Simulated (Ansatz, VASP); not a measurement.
# One calculation of Sr, two programs

```
CELL_PARAMETERS angstrom
4.31000 0.00000 0.00000
-2.15500 3.73257 0.00000
0.00000 0.00000 7.05000
ATOMIC_POSITIONS crystal
Sr 0.33333 0.66667 0.25000
Sr 0.66667 0.33333 0.75000
```

Alike in both runs: task electric field gradients; functional PBEsol; k mesh 10 × 10 × 5; occupations fermi-dirac, width 0.08 eV; no spin polarisation.

|  | VASP | Ansatz |
| --- | --- | --- |
| version | VASP 6.6.1 | Ansatz 0.2.0 |
| potentials or method | VASP PAW PBE potentials, release 64 (Sr_sv) | PAW with Ansatz's default frozen-core files, scalar-relativistic |
| plane-wave cutoff (eV) | 520 | 420 |
| valence electrons in the cell | 20 | 20 |

```tsv
	VASP	Ansatz	Ansatz less VASP
pressure (GPa)	-0.8	-0.9	-0.01
traceless stress, the component that is largest in VASP (GPa)	0.07	0.07	+0.001
size of Vzz on the site where it differs most (V/Å²)	4.1	4.3	+0.17
```

VASP's potentials were made for PBE, not for PBEsol.
